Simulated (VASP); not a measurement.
Input of a VASP 6.6.1 run:

The input INCAR:

```
PREC = Accurate
ENCUT = 520
EDIFF = 1E-6
ISMEAR = 0
SIGMA = 0.1
LREAL = False
LASPH = True
NELM = 150
ALGO = Normal
ISIF = 2
LWAVE = False
LCHARG = True
ISPIN = 2
MAGMOM = 0 0 1 0 0
LORBIT = 11
LMAXMIX = 4
GGA = PE
LELF = True
LVHAR = True
NBANDS = 32
```

File KPOINTS:

```
regular mesh
0
Gamma
  6 6 4
```

The input POSCAR:

```
Hf2TaN2
1.0
    4.6364619790      0.0000000000      0.0000000000
   -2.3182309895      4.0152938575      0.0000000000
    0.0000000000      0.0000000000      4.0910356365
Hf Ta N
2 1 2
Direct
    0.3333333333      0.6666666667      0.5000000000
    0.6666666667      0.3333333333      0.5000000000
    0.0000000000      0.0000000000      0.0000000000
    0.3333333333      0.6666666667      0.0000000000
    0.6666666667      0.3333333333      0.0000000000
```

Potentials or basis: VASP PAW PBE potentials, release 64 (Hf_pv, Ta_pv, N).

Command:

```sh
$ cat potpaw_PBE.64/Hf_pv/POTCAR potpaw_PBE.64/Ta_pv/POTCAR potpaw_PBE.64/N/POTCAR > POTCAR
$ mpirun -np 1 vasp_std > vasp.out
```

Task: Predict the net moment.

Result: 0.00 μB per cell.

Task: Estimate the pressure.

Result: -0.2 GPa.

Stress tensor (GPa, compression positive):
```
-0.11  0.00  0.00
 0.00 -0.11  0.00
 0.00  0.00 -0.44
```

Caveat: the k points lie up to 0.38 Å⁻¹ apart.
